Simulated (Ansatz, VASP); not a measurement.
## One calculation of SnO2, two programs

File INCAR:

```
  ALGO = Normal
  EDIFF = 1E-6
  ENCUT = 520
  GGA = PS
  ISIF = 2
  ISMEAR = 0
  LASPH = T
  LCHARG = F
  LREAL = F
  LWAVE = F
  NBANDS = 35
  NELM = 100
  PREC = Accurate
  SIGMA = 0.05
```

File KPOINTS:

```
k-points
0
Gamma
  6 6 8
```

File POSCAR:

```
SnO2
1.0
    4.8879424508      0.0000000000      0.0000000000
    0.0000000000      4.8879424508      0.0000000000
    0.0000000000      0.0000000000      3.2916534163
Sn O
2 4
Direct
    0.0000000000      0.0000000000      0.0000000000
    0.5000000000      0.5000000000      0.5000000000
    0.2471788033      0.3654173315      0.0000000000
    0.2528211967      0.8654173315      0.5000000000
    0.7528211967      0.6345826685      0.0000000000
    0.7471788033      0.1345826685      0.5000000000
```

Input for Ansatz:

```yaml
crystal:
  lattice:
    - [4.8879424508, 0.0, 0.0]
    - [0.0, 4.8879424508, 0.0]
    - [0.0, 0.0, 3.2916534163]
  atoms:
    - { symbol: Sn, position: [0.0, 0.0, 0.0] }
    - { symbol: Sn, position: [0.5, 0.5, 0.5] }
    - { symbol: O, position: [0.2471788033, 0.3654173315, 0.0] }
    - { symbol: O, position: [0.2528211967, 0.8654173315, 0.5] }
    - { symbol: O, position: [0.7528211967, 0.6345826685, 0.0] }
    - { symbol: O, position: [0.7471788033, 0.1345826685, 0.5] }
basis:
  ecutwfc: 520.0
kpoints:
  mp_grid: { grid: [6, 6, 8] }
hamiltonian:
  xc: pbesol
  pseudopotentials: { kind: paw, azcp: { folder: soft_1 } }
scf:
  occupations: { method: gaussian, width: 0.05 }
output:
  forces: true
  stress: true
  eigenvalues: true
```

Change from the starting cell: mode 4 frozen in at -0.399 Å, equal normal strain along x, y and z +0.0250.

Alike in both runs: task single point; functional PBEsol; k mesh 6 × 6 × 8; occupations gaussian, width 0.05 eV; no spin polarisation.

```csv
,VASP,Ansatz
version,VASP 6.6.1,Ansatz 0.2.0
potentials or method,"VASP PAW PBE potentials, release 64 (Sn_d, O), cutoff 520 eV","scalar-relativistic, plane waves, PAW"
valence electrons in the cell,52,52
```

|  | VASP | Ansatz | Ansatz less VASP |
| --- | --- | --- | --- |
| gap on the k mesh at the Fermi level (eV) | 0.65 | 0.66 | +0.009 |
| least direct gap on the mesh (eV) | 0.70 | 0.71 | +0.007 |
| pressure (GPa) | -15.8 | -16.3 | -0.47 |
| traceless stress, the component that is largest in VASP (GPa) | 2.69 | 2.81 | +0.123 |
| rms of the force components (eV/Å) | 0.478 | 0.486 | +0.0074 |

VASP's potentials were made for PBE, not for PBEsol, and Ansatz warns of the same on its side. Atom by atom the forces differ by 0.008 eV/Å (rms over components).
